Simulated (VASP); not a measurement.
Set up this calculation in VASP 6.6.1, as the native input.

| Quantity | Value |
| --- | --- |
| Task | single point |
| Functional | PBE |
| Potentials or basis | VASP PAW PBE potentials, release 64 (Ti_sv, Al) |
| Cutoff | 500 eV |
| k mesh | 8 × 8 × 4 |
| Occupations | gaussian, width 0.1 eV |
| Spin | no spin polarisation |
| Dipole correction | no |
| Further INCAR settings | ALGO = Normal; EDIFF = 1e-06; NBANDS = 56 |

The structure of TiAl3 lies in POSCAR:

```
TiAl3
1.0
    3.8453468585     -3.8453468585      0.0000000000
   -3.8453468585     -3.8453468585      0.0000000000
    0.0000000000      0.0000000000     -8.6228095935
Ti Al
4 12
Direct
    0.5000000000      0.5000000000      0.0000000000
    0.0000000000      0.5000000000      0.5000000000
    0.0000000000      1.0000000000      1.0000000000
    0.5000000000      1.0000000000      0.5000000000
    0.0000000000      0.5000000000      0.0000000000
    0.5000000000      0.5000000000      0.5000000000
    0.5000000000      1.0000000000      0.0000000000
    0.0000000000      1.0000000000      0.5000000000
    0.7500000000      0.2500000000      0.2500000000
    0.2500000000      0.2500000000      0.7500000000
    0.2500000000      0.7500000000      0.2500000000
    0.7500000000      0.7500000000      0.7500000000
    0.2500000000      0.2500000000      0.2500000000
    0.7500000000      0.2500000000      0.7500000000
    0.7500000000      0.7500000000      0.2500000000
    0.2500000000      0.7500000000      0.7500000000
```

These files were run (other wordings do the same):

INCAR

```
SYSTEM = TiAl3
PREC = Accurate
ENCUT = 500
EDIFF = 1E-6
ISMEAR = 0
SIGMA = 0.1
LREAL = .FALSE.
LASPH = .TRUE.
NELM = 120
ALGO = Normal
ISIF = 2
LWAVE = .FALSE.
LCHARG = .FALSE.
GGA = PE
NBANDS = 56
GGA_COMPAT = .FALSE.
```

KPOINTS

```
regular mesh
0
G
  8 8 4
  0 0 0
```

Potentials or basis: VASP PAW PBE potentials, release 64 (Ti_sv, Al).

Launch:

```bash
$ cat potpaw_PBE.64/Ti_sv/POTCAR potpaw_PBE.64/Al/POTCAR > POTCAR
$ mpirun -np 1 vasp_std > vasp.out
```

Results of the run:

* Pressure: 0.0 GPa
* Band gap on the k mesh: zero (bands 42 and 43 overlap by 0.75 eV)

Run time: 15 min on 1 thread of Oxide Virtual Turin-like Processor (shared host), peak memory 0.56 GiB.
